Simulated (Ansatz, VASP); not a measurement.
WC: VASP beside Ansatz

```
C W
1.0
     2.89841    0.00000    0.00000
    -1.44921    2.51010    0.00000
     0.00000    0.00000   24.89664
C W
4 4
Direct
  0.66667 0.33333 0.31058
  0.66667 0.33333 0.41506
  0.66667 0.33333 0.52781
  0.66667 0.33333 0.64193
  0.00000 0.00000 0.35452
  0.00000 0.00000 0.47003
  0.00000 0.00000 0.58394
  0.00000 0.00000 0.69611
```

Alike in both runs: functional PBEsol; k mesh 12 × 12 × 1; occupations gaussian, width 0.1 eV; no spin polarisation.

Ansatz relaxed the structure, and its values are those at the end. VASP's run is a single point on that final structure, the one shown.

|  | VASP | Ansatz |
| --- | --- | --- |
| version | VASP 6.6.1 | Ansatz 0.2.0 |
| potentials or method | VASP PAW PBE potentials, release 64 (C, W_sv), cutoff 520 eV | scalar-relativistic, plane waves, PAW |
| valence electrons in the cell | 72 | 72 |

|  | VASP | Ansatz | Ansatz less VASP |
| --- | --- | --- | --- |
| gap on the k mesh at the Fermi level (eV) | none | none | - |
| rms of the force components (eV/Å) | 0.026 | 0.004 | -0.0220 |
| work function, face that differs most (eV) | 6.20 | 6.21 | +0.003 |

VASP's potentials were made for PBE, not for PBEsol. A gap of «none» marks a metal or a gap that the smearing closes. Ansatz's warnings: xc potential rough in thin density.

Spin-orbit coupling is off throughout.
